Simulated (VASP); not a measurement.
# B2P (R-3m) in VASP: notebook

The runs below take B2P through single point, relaxation of cell and atoms, with PBE.

Program: VASP 6.6.1. These are calculated values, not measurements. Logs are shortened: lines on timing, memory, paths and dates and some standing lists are left out, and cuts for length are marked.

### Step 1. The cell of the first run

It takes space group R-3m (No. 166, trigonal). Conventional cell: a = 3.030 Å, b = 3.030 Å, c = 11.775 Å, α = 90.00°, β = 90.00°, γ = 120.00°. B (site symmetry 3m) has 1 B at 1.66 Å and 3 P at 2.08 Å within 2.2 Å. Within 2.8 Å of P (site symmetry -3m) lie 6 B at 2.08 Å.

### Step 2. Single point, PBE

File INCAR:

```
  PREC = Accurate
  ENCUT = 520
  EDIFF = 1E-7
  ISMEAR = 0
  SIGMA = 0.1
  LREAL = F
  LASPH = T
  NELM = 100
  ALGO = Normal
  ISIF = 2
  LWAVE = F
  LCHARG = T
  GGA = PE
  LELF = T
  LVHAR = T
  NBANDS = 12
```

File KPOINTS:

```
Automatic mesh
0
Gamma
  18 18 18
```

File POSCAR:

```
B2P
1.0
    1.5151149748      0.8747520385      3.9248842716
   -1.5151149748      0.8747520385      3.9248842716
    0.0000000000     -1.7495040771      3.9248842716
B P
2 1
Direct
    0.4293397293      0.4293397293      0.4293397293
    0.5706602707      0.5706602707      0.5706602707
    0.0000000000      0.0000000000      0.0000000000
```

Potentials or basis: VASP PAW PBE potentials, release 64 (B, P).

Command:

```console
> cat potpaw_PBE.64/B/POTCAR potpaw_PBE.64/P/POTCAR > POTCAR
> mpirun -np 1 vasp_std > vasp.out
```

OUTCAR:

```text
PREC = Accurate
   ENCUT = 520
   EDIFF = 1E-7
   ISMEAR = 0
   LREAL = F
   LASPH = T
   NELM = 100
   ISIF = 2
   GGA = PE

 ion  position               nearest neighbor table
   1  0.429  0.429  0.429-   2 1.66   3 2.08   3 2.08   3 2.08
   2  0.571  0.571  0.571-   1 1.66   3 2.08   3 2.08   3 2.08
   3  0.000  0.000  0.000-   2 2.08   1 2.08   2 2.08   2 2.08   1 2.08   1 2.08

  LATTYP: Found a trigonal (rhomboedric) cell.
 ALAT       =     4.2971480148
 COS(alpha) =     0.7513659808

  Lattice vectors:

 A1 = (   1.5151149748,   0.8747520385,   3.9248842716)
 A2 = (  -1.5151149748,   0.8747520385,   3.9248842716)
 A3 = (   0.0000000000,  -1.7495040771,   3.9248842716)

Analysis of symmetry for initial positions (statically):
=====================================================================
 Subroutine PRICEL returns:
 Original cell was already a primitive cell.

 Routine SETGRP: Setting up the symmetry group for a
 trigonal (rhombohedral) supercell.

 Subroutine GETGRP returns: Found 12 space group operations
 (whereof 12 operations were pure point group operations)
 out of a pool of 12 trial point group operations.

The static configuration has the point symmetry D_3d.

Analysis of symmetry for dynamics (positions and initial velocities):
=====================================================================
 Subroutine PRICEL returns:
 Original cell was already a primitive cell.

 Routine SETGRP: Setting up the symmetry group for a
 trigonal (rhombohedral) supercell.

 Subroutine GETGRP returns: Found 12 space group operations
 (whereof 12 operations were pure point group operations)
 out of a pool of 12 trial point group operations.

The dynamic configuration has the point symmetry D_3d.

 Subroutine INISYM returns: Found 12 space group operations
 (whereof 12 operations are pure point group operations),
 and found     1 'primitive' translations

----------------------------------------------------------------------------------------

                                     Primitive cell

  volume of cell :      31.2111

  direct lattice vectors                    reciprocal lattice vectors
     1.515114975  0.874752039  3.924884272     0.330007959  0.190530184  0.084928194
    -1.515114975  0.874752039  3.924884272    -0.330007959  0.190530184  0.084928194
     0.000000000 -1.749504077  3.924884272     0.000000000 -0.381060368  0.084928194

  length of vectors
     4.297148015  4.297148015  4.297148015     0.390409787  0.390409787  0.390409787

  position of ions in fractional coordinates (direct lattice)
     0.429339729  0.429339729  0.429339729
     0.570660271  0.570660271  0.570660271
     0.000000000  0.000000000  0.000000000

  ion indices of the primitive-cell ions
   primitive index   ion index
                 1           1
                 2           2
                 3           3

----------------------------------------------------------------------------------------

 KPOINTS: Automatic mesh

Automatic generation of k-mesh.
 Grid dimensions read from file:
 generate k-points for:   18   18   18

 Generating k-lattice:

  Cartesian coordinates                     Fractional coordinates (reciprocal lattice)
     0.018333775  0.010585010  0.004718233     0.055555556  0.000000000 -0.000000000
    -0.018333775  0.010585010  0.004718233     0.000000000  0.055555556 -0.000000000
     0.000000000 -0.021170020  0.004718233    -0.000000000 -0.000000000  0.055555556

  Length of vectors
     0.021689433  0.021689433  0.021689433

  Shift w.r.t. Gamma in fractional coordinates (k-lattice)
     0.000000000  0.000000000  0.000000000

 Subroutine IBZKPT returns following result:
 ===========================================

 Found    580 irreducible k-points:

 Following reciprocal coordinates:
            Coordinates               Weight
  0.000000  0.000000  0.000000      1.000000
  0.055556  0.000000 -0.000000      6.000000
  0.111111  0.000000 -0.000000      6.000000
  0.166667  0.000000  0.000000      6.000000
  0.222222 -0.000000 -0.000000      6.000000
  0.277778  0.000000  0.000000      6.000000
[... 16 lines left out ...]
 -0.277778  0.055556 -0.000000     12.000000
 -0.222222  0.055556  0.000000     12.000000
 [... further k-points ...]
   k-points           NKPTS =    580   k-points in BZ     NKDIM =    580   number of bands    NBANDS=     12
   number of dos      NEDOS =    301   number of ions     NIONS =      3
   total plane-waves  NPLWV =  32768
   dimension x,y,z NGX =    32 NGY =   32 NGZ =   32
   dimension x,y,z NGXF=    64 NGYF=   64 NGZF=   64
   ions per type =               2   1
   NGX,Y,Z   is equivalent  to a cutoff of  12.38, 12.38, 12.38 a.u.
   NGXF,Y,Z  is equivalent  to a cutoff of  24.76, 24.76, 24.76 a.u.
 SYSTEM =  unknown system
   PREC   = accura    normal or accurate (medium, high low for compatibility)
   ISTART =      0    job   : 0-new  1-cont  2-samecut
   ICHARG =      2    charge: 1-file 2-atom 10-const
   ISPIN  =      1    spin polarized calculation?
   LNONCOLLINEAR =      F non collinear calculations
   LSORBIT =      F    spin-orbit coupling
   LASPH  =      T    aspherical Exc in radial PAW
   ENCUT  =  520.0 eV  38.22 Ry    6.18 a.u.   7.99  7.99  7.99*2*pi/ulx,y,z
   NELM   =    100;   NELMIN=  2; NELMDL= -5     # of ELM steps
   EDIFF  = 0.1E-06   stopping-criterion for ELM
   LREAL  =      F    real-space projection
   EDIFFG = 0.1E-05   stopping-criterion for IOM
   NSW    =      0    number of steps for IOM
   IBRION =     -1    ionic relax: 0-MD 1-quasi-New 2-CG
   NFREE  =      0    steps in history (QN), initial steepest desc. (CG)
   ISIF   =      2    stress and relaxation
   ISYM   =      2    0-nonsym 1-usesym 2-fastsym
   POTIM  = 0.5000    time-step for ionic-motion
   TEBEG  =    0.0;   TEEND  =   0.0 temperature during run
   PSTRESS=    0.0 pullay stress
   NELECT =      11.0000    total number of electrons
   NUPDOWN=      -1.0000    fix difference up-down
   EMIN   =  10.00;   EMAX   =-10.00  energy-range for DOS
   EFERMI =   0.00;   METHOD = LEGACY
   ISMEAR =     0;   SIGMA  =   0.10  broadening in eV -4-tet -1-fermi 0-gaus
   EFERMI_NEDOS =   21; number of points for ismear=-14 and -15
   IALGO  =     38    algorithm
   IMIX   =      4    mixing-type and parameters
     AMIX     =   0.40;   BMIX     =  1.00
     AMIX_MAG =   1.60;   BMIX_MAG =  1.00
  volume/ion in A,a.u.               =      10.40        70.21
  Fermi-wavevector in a.u.,A,eV,Ry     =   1.156386  2.185253 18.194101  1.337229
  Thomas-Fermi vector in A             =   2.293007
   LORBIT       =      0    0 simple, 1 ext, 2 COOP (PROOUT), +10 PAW based schemes
   GGA     = PE    functional components
   LHFCALC =     F    Hartree Fock is set to
   AEXX    =    0.0000 exact exchange contribution
   IVDW    =     0    specifies the selected vdW correction
   LEPSILON=     F    determine dielectric tensor
   LRPA    =     F    only Hartree local field effects (RPA)
 non-spin polarized calculation
 Gauss-broadening in eV      SIGMA  =   0.10
  energy-cutoff  :      520.00
  volume of cell :       31.21
 maximum number of plane-waves:       866
   NGX = 15   NGY = 15   NGZ = 15

 number of electron      11.0000000 magnetization

 Free energy of the ion-electron system (eV)
  ---------------------------------------------------
  ext. energy  EPLUGINS =         0.00000000
  ---------------------------------------------------
  free energy    TOTEN  =       -16.88492724 eV

  energy without entropy =      -16.87951727  energy(sigma->0) =      -16.88222226

 E-fermi :   6.9716     XC(G=0): -11.1518

 val. band max:        6.9677864623   @ k =   0.4444   0.4444  -0.0000
 cond. band min:       6.9733200307   @ k =  -0.3333   0.3333   0.1667
 fundamental gap:      0.0055335684
 Fermi energy:         6.9715646610

 k-point     1 :       0.0000    0.0000    0.0000
  band No.  band energies     occupation
      1      -8.7838      2.00000
      2       0.3750      2.00000
      3       0.4336      2.00000
      4       7.0594      0.21426
      5       7.0594      0.21426
      6      10.0969      0.00000
      7      10.0969      0.00000
      8      13.0300      0.00000
      9      13.0300      0.00000
     10      13.5853      0.00000
     11      14.9935      0.00000
     12      17.6622      0.00000

 k-point     2 :       0.0556    0.0000   -0.0000
  band No.  band energies     occupation
      1      -8.7233      2.00000
      2       0.1947      2.00000
      3       0.7080      2.00000
      4       6.6254      2.00000
      5       6.9357      1.38759
      6       9.8815      0.00000
      7      10.0105      0.00000
      8      12.7040      0.00000
      9      13.2116      0.00000
     10      14.0371      0.00000
     11      15.2937      0.00000
     12      17.0384      0.00000

 k-point     3 :       0.1111    0.0000   -0.0000
  band No.  band energies     occupation
      1      -8.5420      2.00000
      2       0.0820      2.00000
      3       1.0989      2.00000
      4       5.5709      2.00000
      5       6.6209      2.00000
      6       9.3183      0.00000
      7       9.7497      0.00000
      8      12.0801      0.00000
      9      13.7478      0.00000
     10      14.8682      0.00000
     11      16.0115      0.00000
     12      16.1830      0.00000
[... 286 lines left out ...]
 k-point    23 :      -0.2778    0.0556   -0.0000
  band No.  band energies     occupation
      1      -6.9604      2.00000
      2       0.1358      2.00000
      3       1.4933      2.00000
      4       2.6377      2.00000
      5       4.7743      2.00000
      6       6.3525      2.00000
      7       8.1707      0.00000
      8      10.2040      0.00000
      9      13.7120      0.00000
     10      16.5653      0.00000
     11      17.1480      0.00000
     12      19.2976      0.00000

 k-point    24 :      -0.2222    0.0556    0.0000
  band No.  band energies     occupation
      1      -7.5450      2.00000
      2       0.4563      2.00000
      3       2.0401      2.00000
      4       2.3529      2.00000
      5       5.1274      2.00000
      6       7.2144      0.00059
      7       8.5799      0.00000
      8      10.7669      0.00000
      9      14.2137      0.00000
     10      15.5989      0.00000
     11      17.3675      0.00000
     12      18.1557      0.00000

 [... further k-points ...]
[... 5 lines left out ...]
  --------------------------------------------------------------------------------------
  -------------------------------------------------------------------------------------
  Total       -0.0417229     -0.0417229     -0.0235367      0.0000000      0.0000000      0.0000000
  in kB       -2.1417898     -2.1417898     -1.2082229      0.0000000      0.0000000      0.0000000
  external PRESSURE =      -1.8306008 kB  Pullay stress =       0.0000000 kB

 VOLUME and BASIS-vectors are now :
 -----------------------------------------------------------------------------
  energy-cutoff  :      520.00
  volume of cell :       31.21
      direct lattice vectors                 reciprocal lattice vectors
     1.515114975  0.874752039  3.924884272     0.330007959  0.190530184  0.084928194
    -1.515114975  0.874752039  3.924884272    -0.330007959  0.190530184  0.084928194
     0.000000000 -1.749504077  3.924884272     0.000000000 -0.381060368  0.084928194

 POSITION                                       TOTAL-FORCE (eV/Angst)
 -----------------------------------------------------------------------------------
      0.00000     -0.00000      5.05533        -0.000000      0.000000     -0.015908
      0.00000     -0.00000      6.71933        -0.000000     -0.000000      0.015908
      0.00000      0.00000      0.00000         0.000000     -0.000000      0.000000
 -----------------------------------------------------------------------------------
    total drift:                               -0.000000     -0.000000      0.000000

  FREE ENERGIE OF THE ION-ELECTRON SYSTEM (eV)
  ---------------------------------------------------
  free  energy   TOTEN  =       -16.8849272432 eV

  energy  without entropy=      -16.8795172697  energy(sigma->0) =      -16.88222226
```

Wall time 87 s (1 thread of Intel Xeon 6975P-C (Granite Rapids), shared host); peak memory 0.33 GiB.

What came out:

```yaml
Free_energy: -16.8849 eV
Pressure: -0.2 GPa
Largest_force: 0.016 eV/Å
```

Forces on the atoms (eV/Å):
```
B    0.000  0.000 -0.016
B    0.000  0.000  0.016
P    0.000  0.000  0.000
```

Levels at points of the mesh, in eV from the Fermi level:
```csv
k point,band 3,band 4,band 5,band 6,band 7,band 8
"(0.00, 0.00, 0.00)",-6.54,0.09,0.09,3.13,3.13,6.06
"(0.50, 0.00, 0.00)",-5.40,-2.85,-2.27,-2.22,0.69,1.66
"(0.50, 0.50, 0.00)",-6.51,-5.78,-3.21,0.12,3.55,4.05
"(0.50, 0.50, 0.50)",-0.73,0.88,0.88,1.02,1.02,6.05
```

### Step 3. Single point, PBE

File INCAR:

```
SYSTEM = B2P
PREC = Accurate
ENCUT = 520
EDIFF = 1E-7
ISMEAR = 0
SIGMA = 0.1
LREAL = .False.
LASPH = .True.
NELM = 100
ALGO = Normal
ISIF = 2
LWAVE = .False.
LCHARG = .False.
GGA = PE
NBANDS = 12
```

File KPOINTS:

```
Automatic mesh
0
Gamma
  18 18 18
  0 0 0
```

POSCAR is that of step 2.

Potentials or basis: VASP PAW PBE potentials, release 64 (B, P).

Command:

```console
> cat potpaw_PBE.64/B/POTCAR potpaw_PBE.64/P/POTCAR > POTCAR
> mpirun -np 1 vasp_std > vasp.out
```

OUTCAR:

```text
SYSTEM = B2P
   PREC = Accurate
   ENCUT = 520
   EDIFF = 1E-7
   ISMEAR = 0
   LREAL = .False.
   LASPH = .True.
   NELM = 100
   ISIF = 2
   GGA = PE

 ion  position               nearest neighbor table
   1  0.429  0.429  0.429-   2 1.66   3 2.08   3 2.08   3 2.08
   2  0.571  0.571  0.571-   1 1.66   3 2.08   3 2.08   3 2.08
   3  0.000  0.000  0.000-   2 2.08   1 2.08   2 2.08   2 2.08   1 2.08   1 2.08

  LATTYP: Found a trigonal (rhomboedric) cell.
 ALAT       =     4.2971480148
 COS(alpha) =     0.7513659808

  Lattice vectors:

 A1 = (   1.5151149748,   0.8747520385,   3.9248842716)
[... 544 lines left out ...]
     12      18.1557      0.00000

 [... further k-points ...]
[... 5 lines left out ...]
  --------------------------------------------------------------------------------------
  -------------------------------------------------------------------------------------
  Total       -0.0417229     -0.0417229     -0.0235367      0.0000000      0.0000000      0.0000000
  in kB       -2.1417898     -2.1417898     -1.2082229      0.0000000      0.0000000      0.0000000
  external PRESSURE =      -1.8306008 kB  Pullay stress =       0.0000000 kB

 VOLUME and BASIS-vectors are now :
 -----------------------------------------------------------------------------
  energy-cutoff  :      520.00
  volume of cell :       31.21
      direct lattice vectors                 reciprocal lattice vectors
     1.515114975  0.874752039  3.924884272     0.330007959  0.190530184  0.084928194
    -1.515114975  0.874752039  3.924884272    -0.330007959  0.190530184  0.084928194
     0.000000000 -1.749504077  3.924884272     0.000000000 -0.381060368  0.084928194

 POSITION                                       TOTAL-FORCE (eV/Angst)
 -----------------------------------------------------------------------------------
      0.00000     -0.00000      5.05533        -0.000000      0.000000     -0.015908
      0.00000     -0.00000      6.71933        -0.000000     -0.000000      0.015908
      0.00000      0.00000      0.00000         0.000000     -0.000000      0.000000
 -----------------------------------------------------------------------------------
    total drift:                               -0.000000     -0.000000      0.000000

  FREE ENERGIE OF THE ION-ELECTRON SYSTEM (eV)
  ---------------------------------------------------
  free  energy   TOTEN  =       -16.8849272432 eV

  energy  without entropy=      -16.8795172697  energy(sigma->0) =      -16.88222226
```

OSZICAR:

```text
N       E                     dE             d eps       ncg     rms          rms(c)
DAV:   1     0.126382031406E+02    0.12638E+02   -0.47693E+03 13928   0.745E+02
DAV:   2    -0.163681965434E+02   -0.29006E+02   -0.27495E+02 18328   0.134E+02
DAV:   3    -0.173992745053E+02   -0.10311E+01   -0.10179E+01 18560   0.201E+01
DAV:   4    -0.174048712481E+02   -0.55967E-02   -0.55946E-02 16536   0.169E+00
DAV:   5    -0.174049111791E+02   -0.39931E-04   -0.39930E-04 18836   0.139E-01    0.728E+00
DAV:   6    -0.169642884829E+02    0.44062E+00   -0.66613E-01 16576   0.489E+00    0.410E+00
DAV:   7    -0.168895587336E+02    0.74730E-01   -0.22728E-01 17912   0.288E+00    0.114E+00
DAV:   8    -0.168846244357E+02    0.49343E-02   -0.17438E-02 16284   0.855E-01    0.212E-01
DAV:   9    -0.168849162901E+02   -0.29185E-03   -0.13453E-03 17312   0.265E-01    0.565E-02
DAV:  10    -0.168849224469E+02   -0.61567E-05   -0.17839E-04 16388   0.904E-02    0.141E-02
DAV:  11    -0.168849261220E+02   -0.36751E-05   -0.62009E-06 17740   0.188E-02    0.956E-03
DAV:  12    -0.168849272764E+02   -0.11543E-05   -0.25624E-06 15824   0.109E-02    0.256E-03
DAV:  13    -0.168849272432E+02    0.33131E-07   -0.29465E-07 17056   0.371E-03
   1 F= -.16884927E+02 E0= -.16882222E+02  d E =-.540997E-02
```

It took 91 s on 1 thread of Intel Xeon 6975P-C (Granite Rapids), shared host; peak memory 0.33 GiB.

What came out:

```yaml
Free_energy: -16.8849 eV
Pressure: -0.2 GPa
Largest_force: 0.016 eV/Å
```

Forces on the atoms (eV/Å):
```
B    0.000  0.000 -0.016
B    0.000  0.000  0.016
P    0.000  0.000  0.000
```

Stress tensor (GPa, compression positive):
```
-0.21  0.00  0.00
 0.00 -0.21  0.00
 0.00  0.00 -0.12
```

### Step 4. Relaxation of cell and atoms, PBE

This run uses another cell than the first one, of 10.37 Å³/atom, 0.996 times its volume.

File INCAR:

```
PREC = Accurate ; ENCUT = 600
EDIFF = 1E-6 ; ISMEAR = 0
SIGMA = 0.1 ; LREAL = False
LASPH = True ; NELM = 100
ALGO = Normal ; ISIF = 3
LWAVE = False ; LCHARG = False
GGA = PE ; IBRION = 2
NSW = 100 ; EDIFFG = -0.01
```

File KPOINTS:

```
regular mesh
0
Gamma
  18 18 18
```

File POSCAR:

```
B2P
1.0
    1.5078837637      0.8705770969      3.9485040618
   -1.5078837637      0.8705770969      3.9485040618
    0.0000000000     -1.7411541938      3.9485040618
B P
2 1
Direct
    0.4296575095      0.4296575095      0.4296575095
    0.5703424905      0.5703424905      0.5703424905
    0.0000000000      0.0000000000      0.0000000000
```

Command:

```console
> cat potpaw_PBE.64/B/POTCAR potpaw_PBE.64/P/POTCAR > POTCAR
> mpirun -np 1 vasp_std > vasp.out
```

Wall time 5 min (1 thread of Intel Xeon 6975P-C (Granite Rapids), shared host); peak memory 0.37 GiB.

The run converged. Its results:

| Property | Result |
| --- | --- |
| Free energy | -16.8867 eV |
| Relaxed volume | 10.39 Å³/atom |
| Relaxed cell | a = 4.297 Å, b = 4.297 Å, c = 4.297 Å, α = 41.26°, β = 41.26°, γ = 41.26° |
| Space group after relaxing (to 0.05 Å) | R-3m (No. 166) |
| Energy gained by relaxing | 0.3 meV/atom |
| Ionic steps | 6 |
| Pressure after relaxing | -0.1 GPa |

Forces in eV/Å, atoms in the order of the input:
```
B    0.000  0.000 -0.003
B    0.000  0.000  0.003
P    0.000  0.000  0.000
```

Step by step:
| step | energy change (eV) | largest force (eV/Å) | pressure (GPa) | volume (Å³) |
| --- | --- | --- | --- | --- |
| 1 | 0.0000 | 0.0073 | -0.17 | 31.10 |
| 2 | -0.0004 | 0.0768 | 0.32 | 31.05 |
| 3 | -0.0004 | 0.0701 | 0.28 | 31.05 |
| 4 | -0.0008 | 0.0254 | 0.26 | 31.09 |
| 5 | -0.0009 | 0.0109 | 0.24 | 31.12 |
| 6 | -0.0009 | 0.0025 | -0.08 | 31.18 |

Final structure:
```
B P
1.0
     1.51429    0.87428    3.92563
    -1.51429    0.87428    3.92563
     0.00000   -1.74855    3.92563
B P
2 1
Direct
  0.42934 0.42934 0.42934
  0.57066 0.57066 0.57066
  0.00000 0.00000 0.00000
```

Levels at points of the mesh, in eV from the Fermi level:
```tsv
k point	band 2	band 3	band 4	band 5	band 6	band 7	band 8	band 9
(0.00, 0.00, 0.00)	-6.61	-6.54	0.10	0.10	3.13	3.13	6.07	6.07
(0.50, 0.00, 0.00)	-10.11	-5.41	-2.85	-2.28	-2.22	0.69	1.67	5.62
(0.50, 0.50, 0.00)	-9.44	-6.51	-5.78	-3.21	0.12	3.55	4.05	6.80
(0.50, 0.50, 0.50)	-10.87	-0.73	0.89	0.89	1.03	1.03	6.06	7.64
```

(Continued in part 2 of 2.)
